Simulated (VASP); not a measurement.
WSe:

```xyz
2
Lattice="0.0000 2.8710 2.8710 2.8710 0.0000 2.8710 2.8710 2.8710 0.0000" Properties=species:S:1:pos:R:3 pbc="T T T"
W     0.0000    0.0000    0.0000
Se    2.8710    2.8710    2.8710
```

* Program: VASP 6.6.1
* Task: relaxation of cell and atoms
* Functional: PBE
* Potentials or basis: VASP PAW PBE potentials, release 64 (W_sv, Se)
* Cutoff: 500 eV
* k mesh: 12 × 12 × 12
* Occupations: gaussian, width 0.1 eV
* Spin: no spin polarisation
* Hubbard terms: W d U = 6.2 eV

At the start: pressure -15.2 GPa; volume 23.66 Å³/atom.

Q: Where does the relaxation end?

A: Over 6 steps the energy falls by 263.1 meV/atom and the volume is 19.07 Å³/atom (-19.4 %); space group Fm-3m (No. 225, to 0.1 Å) before and after.

The path:
| step | energy change (eV) | largest force (eV/Å) | pressure (GPa) | volume (Å³) |
| --- | --- | --- | --- | --- |
| 1 | 0.0000 | 0.0000 | -15.22 | 47.33 |
| 2 | -0.2854 | 0.0000 | 19.17 | 33.54 |
| 3 | -0.5261 | 0.0000 | -0.27 | 38.24 |
| 4 | -0.5262 | 0.0000 | 0.19 | 38.07 |
| 5 | -0.5262 | 0.0000 | -0.12 | 38.19 |
| 6 | -0.5262 | 0.0000 | 0.01 | 38.14 |

Final structure:
```cif
data_structure
_symmetry_space_group_name_H-M 'P 1'
_symmetry_Int_Tables_number 1
_cell_length_a 3.7783
_cell_length_b 3.7783
_cell_length_c 3.7783
_cell_angle_alpha 60.000
_cell_angle_beta 60.000
_cell_angle_gamma 60.000
_cell_volume 38.14
loop_
_atom_site_label
_atom_site_type_symbol
_atom_site_fract_x
_atom_site_fract_y
_atom_site_fract_z
_atom_site_occupancy
W1 W 0.00000 0.00000 0.00000 1
Se1 Se 0.50000 0.50000 0.50000 1
```

Caveat: the volume moved by over 15 % at a fixed basis, so the end points are rough; U without spin polarisation on a metal has little footing.
